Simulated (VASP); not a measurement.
Br, 2 atoms in the cell. Symmetry: Fd-3m, No. 227, cubic system. Conventional cell: a = 6.480 Å, b = 6.480 Å, c = 6.480 Å, α = 90.00°, β = 90.00°, γ = 90.00°. Br (site symmetry -43m) has 4 Br at 2.81 Å within 3.7 Å. 

| Quantity | Value |
| --- | --- |
| Program | VASP 6.6.1 |
| Task | relaxation of cell and atoms |
| Functional | PBE |
| Potentials or basis | VASP PAW PBE potentials, release 64 (Br) |
| Cutoff | 600 eV |
| k mesh | 6 × 6 × 6 |
| Occupations | methfessel-paxton, width 0.01 eV |
| Spin | no spin polarisation |
| Target pressure | 40 GPa |
| Dipole correction | no |
| Further INCAR settings | ALGO = Normal; EDIFF = 1e-06; IBRION = 2; EDIFFG = -0.02; NSW = 50; ISIF = 3 |

Potentials or basis: VASP PAW PBE potentials, release 64 (Br).

The run is started by

```sh
$ cat potpaw_PBE.64/Br/POTCAR > POTCAR
$ mpirun -np 1 vasp_std > vasp.out
```

Hardware: 1 thread of AMD EPYC 7R43 64-Core Processor (Zen 3), on a shared host.

How long does it take, and how much memory?

Wall time 66 s on 1 thread of AMD EPYC 7R43 64-Core Processor (Zen 3) (shared host), peak memory 0.22 GiB. Counts: scf iterations 48, k points 16, ion steps 5.
